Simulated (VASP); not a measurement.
# Si (Fd-3m) in VASP: a series of runs

Runs on Si. Level: LDA. Tasks: single point.

Program: VASP 6.6.1. These are calculated values, not measurements. Logs are shortened: lines on timing, memory, paths and dates and some standing lists are left out, and cuts for length are marked.

## 1. The cell of the first run

The structure is cubic, space group Fd-3m (No. 227). Conventional cell: a = 5.402 Å, b = 5.402 Å, c = 5.402 Å, α = 90.00°, β = 90.00°, γ = 90.00°. Si (site symmetry -43m) has 4 Si at 2.34 Å within 3.1 Å.

## 2. Single point, LDA

INCAR

```
SYSTEM = Si
PREC = Accurate ; ENCUT = 520
EDIFF = 1E-6 ; ISMEAR = -1
SIGMA = 0.05 ; LREAL = .False.
LASPH = .True. ; NELM = 80
ALGO = Normal ; ISIF = 2
LWAVE = .False. ; LCHARG = .True.
LELF = .True. ; LVHAR = .True.
NBANDS = 11
```

KPOINTS

```
Automatic mesh
0
Gamma
  11 11 11
  0 0 0
```

POSCAR

```
Si
1.0
    0.0000000000      2.7011342823      2.7011342823
    2.7011342823      0.0000000000      2.7011342823
    2.7011342823      2.7011342823      0.0000000000
Si
2
Direct
    0.7500000000      0.7500000000      0.7500000000
    0.5000000000      0.5000000000      0.5000000000
```

Potentials or basis: VASP PAW LDA potentials, release 64 (Si).

Launch:

```bash
$ cat potpaw_LDA.64/Si/POTCAR > POTCAR
$ mpirun -np 1 vasp_std > vasp.out
```

OUTCAR:

```text
SYSTEM = Si
   PREC = Accurate
   ENCUT = 520
   EDIFF = 1E-6
   ISMEAR = -1
   LREAL = .False.
   LASPH = .True.
   NELM = 80
   ISIF = 2

 ion  position               nearest neighbor table
   1  0.750  0.750  0.750-   2 2.34   2 2.34   2 2.34   2 2.34
   2  0.500  0.500  0.500-   1 2.34   1 2.34   1 2.34   1 2.34

  LATTYP: Found a face centered cubic cell.
 ALAT       =     5.4022685646

  Lattice vectors:

 A1 = (   0.0000000000,   2.7011342823,   2.7011342823)
 A2 = (   2.7011342823,   0.0000000000,   2.7011342823)
 A3 = (   2.7011342823,   2.7011342823,   0.0000000000)

Analysis of symmetry for initial positions (statically):
=====================================================================
 Subroutine PRICEL returns:
 Original cell was already a primitive cell.

 Routine SETGRP: Setting up the symmetry group for a
 face centered cubic supercell.

 Subroutine GETGRP returns: Found 48 space group operations
 (whereof 24 operations were pure point group operations)
 out of a pool of 48 trial point group operations.

The static configuration has the point symmetry T_d .
 The point group associated with its full space group is O_h .

Analysis of symmetry for dynamics (positions and initial velocities):
=====================================================================
 Subroutine PRICEL returns:
 Original cell was already a primitive cell.

 Routine SETGRP: Setting up the symmetry group for a
 face centered cubic supercell.

 Subroutine GETGRP returns: Found 48 space group operations
 (whereof 24 operations were pure point group operations)
 out of a pool of 48 trial point group operations.

The dynamic configuration has the point symmetry T_d .
 The point group associated with its full space group is O_h .

 Subroutine INISYM returns: Found 48 space group operations
 (whereof 24 operations are pure point group operations),
 and found     1 'primitive' translations

----------------------------------------------------------------------------------------

                                     Primitive cell

  volume of cell :      39.4156

  direct lattice vectors                    reciprocal lattice vectors
     0.000000000  2.701134282  2.701134282    -0.185107421  0.185107421  0.185107421
     2.701134282  0.000000000  2.701134282     0.185107421 -0.185107421  0.185107421
     2.701134282  2.701134282  0.000000000     0.185107421  0.185107421 -0.185107421

  length of vectors
     3.819980736  3.819980736  3.819980736     0.320615458  0.320615458  0.320615458

[... 87 lines left out ...]
   ISYM   =      2    0-nonsym 1-usesym 2-fastsym
   POTIM  = 0.5000    time-step for ionic-motion
   TEBEG  =    0.0;   TEEND  =   0.0 temperature during run
   PSTRESS=    0.0 pullay stress
   NELECT =       8.0000    total number of electrons
   NUPDOWN=      -1.0000    fix difference up-down
   EMIN   =  10.00;   EMAX   =-10.00  energy-range for DOS
   EFERMI =   0.00;   METHOD = LEGACY
   ISMEAR =    -1;   SIGMA  =   0.05  broadening in eV -4-tet -1-fermi 0-gaus
   EFERMI_NEDOS =   21; number of points for ismear=-14 and -15
   IALGO  =     38    algorithm
   IMIX   =      4    mixing-type and parameters
     AMIX     =   0.40;   BMIX     =  1.00
     AMIX_MAG =   1.60;   BMIX_MAG =  1.00
  volume/ion in A,a.u.               =      19.71       132.99
  Fermi-wavevector in a.u.,A,eV,Ry     =   0.962089  1.818085 12.593764  0.925616
  Thomas-Fermi vector in A             =   2.091518
   LORBIT       =      0    0 simple, 1 ext, 2 COOP (PROOUT), +10 PAW based schemes
   GGA     = CA    functional components
   LHFCALC =     F    Hartree Fock is set to
   AEXX    =    0.0000 exact exchange contribution
   IVDW    =     0    specifies the selected vdW correction
   LEPSILON=     F    determine dielectric tensor
   LRPA    =     F    only Hartree local field effects (RPA)
 non-spin polarized calculation
  energy-cutoff  :      520.00
  volume of cell :       39.42
 maximum number of plane-waves:      1071
   NGX = 15   NGY = 15   NGZ = 15

 number of electron       8.0000001 magnetization

 Free energy of the ion-electron system (eV)
  ---------------------------------------------------
  ext. energy  EPLUGINS =         0.00000000
  ---------------------------------------------------
  free energy    TOTEN  =       -11.91955236 eV

  energy without entropy =      -11.91949696  energy(sigma->0) =      -11.91952466

 E-fermi :   6.1452     XC(G=0):  -9.6651

 val. band max:        5.9313305076   @ k =   0.0000   0.0000   0.0000
 cond. band min:       6.3944090329   @ k =   0.4545   0.4545   0.0000
 fundamental gap:      0.4630785253
 Fermi energy:         6.1451969791

 k-point     1 :       0.0000    0.0000    0.0000
  band No.  band energies     occupation
      1      -6.1340      2.00000
      2       5.9313      1.97262
      3       5.9313      1.97262
      4       5.9313      1.97262
      5       8.4622      0.00000
      6       8.4622      0.00000
      7       8.4622      0.00000
      8       9.3215      0.00000
      9      13.6673      0.00000
     10      13.6673      0.00000
     11      13.6762      0.00000
[... 309 lines left out ...]
 k-point    24 :      -0.1818    0.1818    0.0000
  band No.  band energies     occupation
      1      -4.9939      2.00000
      2       1.8359      2.00000
      3       3.1809      2.00000
      4       5.2403      2.00000
      5       8.8913      0.00000
      6       9.6535      0.00000
      7       9.9283      0.00000
      8      11.5644      0.00000
      9      11.9674      0.00000
     10      15.9596      0.00000
     11      16.4674      0.00000

 [... further k-points ...]

------------------------ aborting loop because EDIFF is reached ----------------------------------------

  FORCE on cell =-STRESS in cart. coord.  units (eV):
  Direction    XX          YY          ZZ          XY          YZ          ZX
  --------------------------------------------------------------------------------------
  -------------------------------------------------------------------------------------
  Total        0.0071915      0.0071915      0.0071915     -0.0000000      0.0000000      0.0000000
  in kB        0.2923211      0.2923211      0.2923211     -0.0000000      0.0000000      0.0000000
  external PRESSURE =       0.2923211 kB  Pullay stress =       0.0000000 kB

 VOLUME and BASIS-vectors are now :
 -----------------------------------------------------------------------------
  energy-cutoff  :      520.00
  volume of cell :       39.42
      direct lattice vectors                 reciprocal lattice vectors
     0.000000000  2.701134282  2.701134282    -0.185107421  0.185107421  0.185107421
     2.701134282  0.000000000  2.701134282     0.185107421 -0.185107421  0.185107421
     2.701134282  2.701134282  0.000000000     0.185107421  0.185107421 -0.185107421

 POSITION                                       TOTAL-FORCE (eV/Angst)
 -----------------------------------------------------------------------------------
      4.05170      4.05170      4.05170         0.000000      0.000000      0.000000
      2.70113      2.70113      2.70113        -0.000000     -0.000000     -0.000000
 -----------------------------------------------------------------------------------
    total drift:                                0.000000      0.000000     -0.000000

  FREE ENERGIE OF THE ION-ELECTRON SYSTEM (eV)
  ---------------------------------------------------
  free  energy   TOTEN  =       -11.9195523612 eV

  energy  without entropy=      -11.9194969588  energy(sigma->0) =      -11.91952466
```

Wall time 13 s (1 thread of Intel Xeon Platinum 8259CL at 2.50GHz (Skylake/Cascade Lake), shared host); peak memory 0.14 GiB.

Results:

```yaml
Free_energy: -11.9196 eV
Pressure: 0.0 GPa
Band_gap_on_the_k_mesh: 0.46 eV, indirect (least direct gap 2.53 eV)
```

A k mesh can miss the band edges. LDA gaps usually lie below the measured ones, often by a third to a half.

## 3. Single point, LDA

INCAR

```
PREC     = Accurate       # precision mode
ENCUT    = 520            # plane-wave cutoff, eV
EDIFF    = 1E-6           # SCF threshold, eV
ISMEAR   = -1             # smearing method
SIGMA    = 0.05           # smearing width, eV
LREAL    = F              # projectors in reciprocal space
LASPH    = T              # aspherical terms in the spheres
NELM     = 60             # most SCF steps
ALGO     = Normal         # electronic algorithm
ISIF     = 2              # what is computed and relaxed
LWAVE    = F              # write WAVECAR
LCHARG   = F              # write CHGCAR
NBANDS   = 11             # bands
```

KPOINTS

```
Automatic mesh
0
Gamma
  11 11 11
```

POSCAR

```
Si
1.0
    0.0000000000      2.7004810471      2.7004810471
    2.7004810471      0.0000000000      2.7004810471
    2.7004810471      2.7004810471      0.0000000000
Si
2
Direct
    0.7500000000      0.7500000000      0.7500000000
    0.5000000000      0.5000000000      0.5000000000
```

Potentials or basis: VASP PAW LDA potentials, release 64 (Si).

Launch:

```bash
$ cat potpaw_LDA.64/Si/POTCAR > POTCAR
$ mpirun -np 1 vasp_std > vasp.out
```

Run time: 12 s. Hardware: 1 thread of Intel Xeon Platinum 8259CL at 2.50GHz (Skylake/Cascade Lake), shared host; peak memory 0.14 GiB.

It converged, with:

* Free energy: -11.9195 eV
* Pressure: 0.1 GPa
* Band gap on the k mesh: 0.46 eV, indirect (least direct gap 2.53 eV)

Levels at points of the mesh, in eV from the valence-band top:
| k point | band 1 | band 2 | band 3 | band 4 | band 5 | band 6 | band 7 | band 8 | band 9 |
| --- | --- | --- | --- | --- | --- | --- | --- | --- | --- |
| (0.00, 0.00, 0.00) | -12.07 | 0.00 | 0.00 | 0.00 | 2.53 | 2.53 | 2.53 | 3.40 | 7.74 |

A k mesh can miss the band edges. As with any semilocal functional, this LDA gap is likely too small.
